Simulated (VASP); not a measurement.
Wanted: the native input for a VASP 6.6.1 run.

```yaml
Task: single point
Functional: PBEsol
Potentials_or_basis: VASP PAW PBE potentials, release 64 (Mn_pv, Cu)
Cutoff: 520 eV
k_mesh: 12 × 12 × 12
Occupations: gaussian, width 0.1 eV
Spin: collinear spin, ferromagnetic start
Starting_moments: "[3.13, 3.13, 1.21, 0.33] μB"
Fixed_moment: 7.5 μB
Dipole_correction: no
Further_INCAR_settings: ALGO = Normal; EDIFF = 1e-07; NBANDS = 37
```

The structure of Mn3Cu lies in POSCAR:

```
Mn3Cu
1.0
    0.0000000000      2.8388306464      2.8388306464
    2.8388306464      0.0000000000      2.8388306464
    2.8388306464      2.8388306464      0.0000000000
Mn Cu
3 1
Direct
    0.2500000000      0.2500000000      0.2500000000
    0.7500000000      0.7500000000      0.7500000000
    0.5000000000      0.5000000000      0.5000000000
    0.0000000000      0.0000000000      0.0000000000
```

One way to write it, as run:

INCAR

```
PREC     = Accurate       # precision mode
ENCUT    = 520            # plane-wave cutoff, eV
EDIFF    = 1E-7           # SCF threshold, eV
ISMEAR   = 0              # smearing method
SIGMA    = 0.1            # smearing width, eV
LREAL    = False          # projectors in reciprocal space
LASPH    = True           # aspherical terms in the spheres
NELM     = 150            # most SCF steps
ALGO     = Normal         # electronic algorithm
ISIF     = 2              # what is computed and relaxed
LWAVE    = False          # write WAVECAR
LCHARG   = False          # write CHGCAR
ISPIN    = 2              # spin polarisation
MAGMOM   = 3.13 3.13 1.21 0.33 # initial moments
LORBIT   = 11             # projections on sites
NUPDOWN  = 7.5            # fixed moment
LMAXMIX  = 4              # l up to which the mixer works
GGA      = PS             # functional
NBANDS   = 37             # bands
```

KPOINTS

```
Automatic mesh
0
Gamma
  12 12 12
```

Potentials or basis: VASP PAW PBE potentials, release 64 (Mn_pv, Cu).

Run with:

```console
$ cat potpaw_PBE.64/Mn_pv/POTCAR potpaw_PBE.64/Cu/POTCAR > POTCAR
$ mpirun -np 1 vasp_std > vasp.out
```

It gave:

```yaml
Pressure: 7.4 GPa
Net_moment: 7.50 μB per cell
Site_moments: Mn +2.93, +1.11 (each value once); Cu +0.26 μB
Valence_electrons_inside_the_program's_atomic_spheres: Mn 11.80, 11.93 (each value once); Cu 10.18
```

Caveat: the cell stands under pressure; the PAW data sets were made with another functional, which shifts forces and pressure a little; the total moment is fixed, so each spin has its own Fermi level.

Run time: 2.5 min on 1 thread of Intel(R) Xeon(R) 6975P-C (Granite Rapids) (shared host), peak memory 0.3 GiB.
